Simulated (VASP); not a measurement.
Runs of VASP 6.6.1 on GaSb2. The structure is that of space group P6/mmm (No. 191), or close to it. The cells are those of the table. The cell was built from a structure type or drawn by symmetry, and may not be a known phase.

```tsv
task	cell	k mesh	cutoff (eV)	gap on the mesh (eV)	pressure (GPa)	relaxed volume (Å³/atom)
single point	a = 5.261, b = 5.261, c = 3.286 Å, angles 90.0, 90.0, 120.0°, 3 atoms	6 × 6 × 4	520	none	-0.1	-
single point	a = 5.383, b = 5.383, c = 3.197 Å, angles 90.0, 90.0, 120.0°, 3 atoms	6 × 6 × 6	520	none	-0.1	-
relaxation of cell and atoms	relaxed from a = 4.111, b = 4.111, c = 4.557 Å, angles 90.0, 90.0, 120.0°, 3 atoms	6 × 6 × 4	600	none	0.1	(a)
relaxation of cell and atoms	relaxed from a = 5.261, b = 5.261, c = 3.286 Å, angles 90.0, 90.0, 120.0°, 3 atoms	6 × 6 × 6	600	none	0.0	26.65
```

Alike in all rows: level PBE; potentials or basis VASP PAW PBE potentials, release 64 (Ga_d, Sb); no spin polarisation; smearing gaussian 0.1 eV.

Question: Estimate the missing entries.

Answer: (a) 26.15.

Caveats: some runs use coarse meshes; spin-orbit coupling is left out, which moves the levels of the heavy elements; the volume moved by over 15 % at a fixed basis, so the end points are rough (at least some runs).

A k mesh can miss the band edges, and the runs leave out spin-orbit coupling on Ga, Sb.

A gap of «none» marks levels without a gap at the run's occupations.
